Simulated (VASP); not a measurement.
# Pt (P6_3/mmc) in VASP: settings compared

Aim: see how the results for Pt move with the level of theory and the settings. Levels: PBE, RPBE. Tasks: single point.

Everything below comes from runs of VASP 6.6.1. Logs are shortened: lines on timing, memory, paths and dates and some standing lists are left out, and cuts for length are marked.

## Step 1: The cell of the first run

The structure is hexagonal, space group P6_3/mmc (No. 194). The conventional cell has a = 2.780 Å, b = 2.780 Å, c = 4.848 Å, α = 90.00°, β = 90.00°, γ = 120.00°. Pt (site symmetry -6m2) has 12 Pt at 2.78 to 2.91 Å within 3.7 Å.

## Step 2: Single point, PBE (volume scaled by 1.03, then relaxed in part)

INCAR

```
  PREC = Accurate
  ENCUT = 520
  EDIFF = 1E-6
  ISMEAR = 0
  SIGMA = 0.1
  LREAL = False
  LASPH = True
  NELM = 80
  ALGO = Normal
  ISIF = 2
  LWAVE = False
  LCHARG = False
  GGA = PE
  NBANDS = 17
```

KPOINTS

```
Automatic mesh
0
Gamma
  18 18 10
```

POSCAR

```
Pt
1.0
    2.7802486074      0.0000000000      0.0000000000
   -1.3901243037      2.4077659228      0.0000000000
    0.0000000000      0.0000000000      4.8482158076
Pt
2
Direct
    0.6666666667      0.3333333333      0.7500000000
    0.3333333333      0.6666666667      0.2500000000
```

Potentials or basis: VASP PAW PBE potentials, release 64 (Pt).

Run with:

```
> cat potpaw_PBE.64/Pt/POTCAR > POTCAR
> mpirun -np 1 vasp_std > vasp.out
```

OUTCAR:

```text
PREC = Accurate
   ENCUT = 520
   EDIFF = 1E-6
   ISMEAR = 0
   LREAL = False
   LASPH = True
   NELM = 80
   ISIF = 2
   GGA = PE

 ion  position               nearest neighbor table
   1  0.667  0.333  0.750-   2 2.91   2 2.91   2 2.91   2 2.91   2 2.91   2 2.91
   2  0.333  0.667  0.250-   1 2.91   1 2.91   1 2.91   1 2.91   1 2.91   1 2.91

  LATTYP: Found a hexagonal cell.
 ALAT       =     2.7802486074
 C/A-ratio  =     1.7438065771

  Lattice vectors:

 A1 = (   2.7802486074,   0.0000000000,   0.0000000000)
 A2 = (  -1.3901243037,   2.4077659228,   0.0000000000)
 A3 = (   0.0000000000,   0.0000000000,   4.8482158076)

Analysis of symmetry for initial positions (statically):
=====================================================================
 Subroutine PRICEL returns:
 Original cell was already a primitive cell.

 Routine SETGRP: Setting up the symmetry group for a
 hexagonal supercell.

 Subroutine GETGRP returns: Found 24 space group operations
 (whereof 12 operations were pure point group operations)
 out of a pool of 24 trial point group operations.

The static configuration has the point symmetry D_3d.
 The point group associated with its full space group is D_6h.

Analysis of symmetry for dynamics (positions and initial velocities):
=====================================================================
 Subroutine PRICEL returns:
 Original cell was already a primitive cell.

 Routine SETGRP: Setting up the symmetry group for a
 hexagonal supercell.

 Subroutine GETGRP returns: Found 24 space group operations
 (whereof 12 operations were pure point group operations)
 out of a pool of 24 trial point group operations.

The dynamic configuration has the point symmetry D_3d.
 The point group associated with its full space group is D_6h.

 Subroutine INISYM returns: Found 24 space group operations
 (whereof 12 operations are pure point group operations),
 and found     1 'primitive' translations

----------------------------------------------------------------------------------------

                                     Primitive cell

  volume of cell :      32.4549

  direct lattice vectors                    reciprocal lattice vectors
     2.780248607  0.000000000  0.000000000     0.359680065  0.207661382  0.000000000
    -1.390124304  2.407765923  0.000000000     0.000000000  0.415322765  0.000000000
     0.000000000  0.000000000  4.848215808     0.000000000  0.000000000  0.206261445

  length of vectors
     2.780248607  2.780248607  4.848215808     0.415322765  0.415322765  0.206261445

  position of ions in fractional coordinates (direct lattice)
     0.666666667  0.333333333  0.750000000
     0.333333333  0.666666667  0.250000000

  ion indices of the primitive-cell ions
   primitive index   ion index
                 1           1
                 2           2

----------------------------------------------------------------------------------------

 KPOINTS: Automatic mesh

Automatic generation of k-mesh.
 Grid dimensions read from file:
 generate k-points for:   18   18   10

 Generating k-lattice:

  Cartesian coordinates                     Fractional coordinates (reciprocal lattice)
     0.019982226  0.011536743  0.000000000     0.055555556  0.000000000  0.000000000
     0.000000000  0.023073487  0.000000000     0.000000000  0.055555556  0.000000000
     0.000000000  0.000000000  0.020626145     0.000000000  0.000000000  0.100000000

  Length of vectors
     0.023073487  0.023073487  0.020626145

  Shift w.r.t. Gamma in fractional coordinates (k-lattice)
     0.000000000  0.000000000  0.000000000

 Subroutine IBZKPT returns following result:
 ===========================================

 Found    222 irreducible k-points:

 Following reciprocal coordinates:
            Coordinates               Weight
  0.000000  0.000000  0.000000      1.000000
  0.055556  0.000000  0.000000      6.000000
  0.111111  0.000000  0.000000      6.000000
  0.166667  0.000000  0.000000      6.000000
  0.222222 -0.000000  0.000000      6.000000
  0.277778 -0.000000  0.000000      6.000000
[... 16 lines left out ...]
  0.333333  0.111111  0.000000     12.000000
  0.388889  0.111111  0.000000     12.000000
 [... further k-points ...]
   k-points           NKPTS =    222   k-points in BZ     NKDIM =    222   number of bands    NBANDS=     17
   number of dos      NEDOS =    301   number of ions     NIONS =      2
   total plane-waves  NPLWV =  20736
   dimension x,y,z NGX =    24 NGY =   24 NGZ =   36
   dimension x,y,z NGXF=    48 NGYF=   48 NGZF=   72
   ions per type =               2
   NGX,Y,Z   is equivalent  to a cutoff of  14.35, 14.35, 12.34 a.u.
   NGXF,Y,Z  is equivalent  to a cutoff of  28.70, 28.70, 24.69 a.u.
 SYSTEM =  unknown system
   PREC   = accura    normal or accurate (medium, high low for compatibility)
   ISTART =      0    job   : 0-new  1-cont  2-samecut
   ICHARG =      2    charge: 1-file 2-atom 10-const
   ISPIN  =      1    spin polarized calculation?
   LNONCOLLINEAR =      F non collinear calculations
   LSORBIT =      F    spin-orbit coupling
   LASPH  =      T    aspherical Exc in radial PAW
   ENCUT  =  520.0 eV  38.22 Ry    6.18 a.u.   5.17  5.17  9.01*2*pi/ulx,y,z
   NELM   =     80;   NELMIN=  2; NELMDL= -5     # of ELM steps
   EDIFF  = 0.1E-05   stopping-criterion for ELM
   LREAL  =      F    real-space projection
   EDIFFG = 0.1E-04   stopping-criterion for IOM
   NSW    =      0    number of steps for IOM
   IBRION =     -1    ionic relax: 0-MD 1-quasi-New 2-CG
   NFREE  =      0    steps in history (QN), initial steepest desc. (CG)
   ISIF   =      2    stress and relaxation
   ISYM   =      2    0-nonsym 1-usesym 2-fastsym
   POTIM  = 0.5000    time-step for ionic-motion
   TEBEG  =    0.0;   TEEND  =   0.0 temperature during run
   PSTRESS=    0.0 pullay stress
   NELECT =      20.0000    total number of electrons
   NUPDOWN=      -1.0000    fix difference up-down
   EMIN   =  10.00;   EMAX   =-10.00  energy-range for DOS
   EFERMI =   0.00;   METHOD = LEGACY
   ISMEAR =     0;   SIGMA  =   0.10  broadening in eV -4-tet -1-fermi 0-gaus
   EFERMI_NEDOS =   21; number of points for ismear=-14 and -15
   IALGO  =     38    algorithm
   IMIX   =      4    mixing-type and parameters
     AMIX     =   0.40;   BMIX     =  1.00
     AMIX_MAG =   1.60;   BMIX_MAG =  1.00
  volume/ion in A,a.u.               =      16.23       109.51
  Fermi-wavevector in a.u.,A,eV,Ry     =   1.393130  2.632633 26.406328  1.940810
  Thomas-Fermi vector in A             =   2.516806
   LORBIT       =      0    0 simple, 1 ext, 2 COOP (PROOUT), +10 PAW based schemes
   GGA     = PE    functional components
   LHFCALC =     F    Hartree Fock is set to
   AEXX    =    0.0000 exact exchange contribution
   IVDW    =     0    specifies the selected vdW correction
   LEPSILON=     F    determine dielectric tensor
   LRPA    =     F    only Hartree local field effects (RPA)
 non-spin polarized calculation
 Gauss-broadening in eV      SIGMA  =   0.10
  energy-cutoff  :      520.00
  volume of cell :       32.45
 maximum number of plane-waves:       895
 NGX is ok and might be reduce to    24
   NGX = 11   NGY = 11   NGZ = 19

 number of electron      19.9999999 magnetization

 Free energy of the ion-electron system (eV)
  ---------------------------------------------------
  ext. energy  EPLUGINS =         0.00000000
  ---------------------------------------------------
  free energy    TOTEN  =       -12.06798416 eV

  energy without entropy =      -12.04832454  energy(sigma->0) =      -12.05815435

 E-fermi :   9.8791     XC(G=0): -13.0478

 val. band max:        9.8765593389   @ k =   0.3889   0.0000   0.0000
 cond. band min:       9.8806839256   @ k =   0.2778   0.0556   0.5000
 fundamental gap:      0.0041245867
 Fermi energy:         9.8791282099

 k-point     1 :       0.0000    0.0000    0.0000
  band No.  band energies     occupation
      1       0.4877      2.00000
      2       3.0821      2.00000
      3       6.1011      2.00000
      4       6.6135      2.00000
      5       6.6135      2.00000
      6       6.9530      2.00000
[... 9 lines left out ...]
     16      27.1508      0.00000
     17      30.7312      0.00000

 k-point     2 :       0.0556    0.0000    0.0000
  band No.  band energies     occupation
      1       0.5978      2.00000
      2       3.1840      2.00000
      3       6.0990      2.00000
      4       6.6010      2.00000
      5       6.6963      2.00000
      6       6.8992      2.00000
[... 9 lines left out ...]
     16      27.2852      0.00000
     17      30.0216      0.00000

 k-point     3 :       0.1111    0.0000    0.0000
  band No.  band energies     occupation
      1       0.9200      2.00000
      2       3.4720      2.00000
      3       6.0347      2.00000
      4       6.6055      2.00000
      5       6.7983      2.00000
      6       6.9405      2.00000
[... 9 lines left out ...]
     16      27.3900      0.00000
     17      28.9832      0.00000

 k-point     4 :       0.1667    0.0000    0.0000
  band No.  band energies     occupation
      1       1.4282      2.00000
      2       3.8771      2.00000
      3       5.8981      2.00000
      4       6.4598      2.00000
      5       6.7397      2.00000
      6       6.9666      2.00000
[... 9 lines left out ...]
     16      27.4145      0.00000
     17      27.6496      0.00000
[... 343 lines left out ...]
      1       3.6251      2.00000
      2       4.4551      2.00000
      3       5.0701      2.00000
      4       5.9735      2.00000
      5       6.5726      2.00000
      6       6.7056      2.00000
[... 9 lines left out ...]
     16      24.9106      0.00000
     17      25.4149      0.00000

 k-point    23 :       0.3333    0.1111    0.0000
  band No.  band energies     occupation
      1       3.9543      2.00000
      2       4.2675      2.00000
      3       4.7851      2.00000
      4       6.3674      2.00000
      5       6.6284      2.00000
      6       6.9483      2.00000
[... 9 lines left out ...]
     16      23.4127      0.00000
     17      24.1908      0.00000

 k-point    24 :       0.3889    0.1111    0.0000
  band No.  band energies     occupation
      1       4.0600      2.00000
      2       4.1478      2.00000
      3       4.6115      2.00000
      4       6.6261      2.00000
      5       6.8153      2.00000
      6       6.8958      2.00000
[... 9 lines left out ...]
     16      21.9581      0.00000
     17      23.5893      0.00000

 [... further k-points ...]
[... 5 lines left out ...]
  --------------------------------------------------------------------------------------
  -------------------------------------------------------------------------------------
  Total       -1.3923644     -1.3923644     -1.4483219      0.0000000      0.0000000      0.0000000
  in kB      -68.7359034    -68.7359034    -71.4983217      0.0000000      0.0000000      0.0000000
  external PRESSURE =     -69.6567095 kB  Pullay stress =       0.0000000 kB

 VOLUME and BASIS-vectors are now :
 -----------------------------------------------------------------------------
  energy-cutoff  :      520.00
  volume of cell :       32.45
      direct lattice vectors                 reciprocal lattice vectors
     2.780248607  0.000000000  0.000000000     0.359680065  0.207661382  0.000000000
    -1.390124304  2.407765923  0.000000000     0.000000000  0.415322765  0.000000000
     0.000000000  0.000000000  4.848215808     0.000000000  0.000000000  0.206261445

 POSITION                                       TOTAL-FORCE (eV/Angst)
 -----------------------------------------------------------------------------------
      1.39012      0.80259      3.63616        -0.000000      0.000000      0.000000
     -0.00000      1.60518      1.21205         0.000000     -0.000000      0.000000
 -----------------------------------------------------------------------------------
    total drift:                               -0.000000      0.000000     -0.000000

  FREE ENERGIE OF THE ION-ELECTRON SYSTEM (eV)
  ---------------------------------------------------
  free  energy   TOTEN  =       -12.0679841648 eV

  energy  without entropy=      -12.0483245390  energy(sigma->0) =      -12.05815435
```

It took 29 s on 1 thread of Intel Xeon 6975P-C (Granite Rapids), shared host; peak memory 0.23 GiB.

Results:

* Free energy: -12.0680 eV
* Pressure: -7.0 GPa
* Band gap on the k mesh: zero (band 10 reaches 10.36 eV, above the bottom of band 11 at 9.14 eV)

Levels at points of the mesh, in eV from the Fermi level:
| k point | band 8 | band 9 | band 10 | band 11 | band 12 | band 13 |
| --- | --- | --- | --- | --- | --- | --- |
| (0.00, 0.00, 0.00) | -1.68 | -1.68 | -0.61 | -0.20 | -0.20 | 4.46 |
| (0.50, 0.00, 0.00) | -0.01 | 0.30 | 0.48 | 2.24 | 3.68 | 7.13 |
| (0.00, 0.00, 0.50) | -3.25 | -0.74 | -0.74 | -0.74 | -0.74 | 11.63 |
| (0.50, 0.00, 0.50) | -0.77 | 0.40 | 0.40 | 1.73 | 1.73 | 6.29 |

Caveat: spin-orbit coupling is left out, which moves the levels of the heavy elements.

## Step 3: Single point, RPBE

INCAR

```
SYSTEM = Pt
PREC = Accurate ; ENCUT = 520
EDIFF = 1E-7 ; ISMEAR = 0
SIGMA = 0.1 ; LREAL = .FALSE.
LASPH = .TRUE. ; NELM = 80
ALGO = Normal ; ISIF = 2
LWAVE = .FALSE. ; LCHARG = .TRUE.
GGA = RP ; LELF = .TRUE.
LVHAR = .TRUE. ; NBANDS = 17
```

KPOINTS

```
regular mesh
0
G
  18 18 10
  0 0 0
```

POSCAR is that of step 2.

Potentials or basis: VASP PAW PBE potentials, release 64 (Pt).

Run with:

```
> cat potpaw_PBE.64/Pt/POTCAR > POTCAR
> mpirun -np 1 vasp_std > vasp.out
```

Run time: 35 s. Hardware: 1 thread of Intel Xeon 6975P-C (Granite Rapids), shared host; peak memory 0.23 GiB.

Results (log left out):

```
Free energy            : -10.8108 eV
Pressure               : -3.0 GPa
Band gap on the k mesh : zero (band 10 reaches 10.44 eV, above the bottom of band 11 at 9.22 eV)
```

Stress tensor (GPa, compression positive):
```
-2.80  0.00  0.00
 0.00 -2.80  0.00
 0.00  0.00 -3.35
```

Levels at points of the mesh, in eV from the Fermi level:
| k point | band 8 | band 9 | band 10 | band 11 | band 12 | band 13 |
| --- | --- | --- | --- | --- | --- | --- |
| (0.00, 0.00, 0.00) | -1.68 | -1.68 | -0.58 | -0.21 | -0.21 | 4.49 |
| (0.50, 0.00, 0.00) | -0.01 | 0.30 | 0.48 | 2.25 | 3.69 | 7.17 |
| (0.00, 0.00, 0.50) | -3.25 | -0.75 | -0.75 | -0.75 | -0.75 | 11.65 |
| (0.50, 0.00, 0.50) | -0.76 | 0.40 | 0.40 | 1.75 | 1.75 | 6.32 |

Caveat: the PAW data sets were made with another functional, which shifts forces and pressure a little; spin-orbit coupling is left out, which moves the levels of the heavy elements.
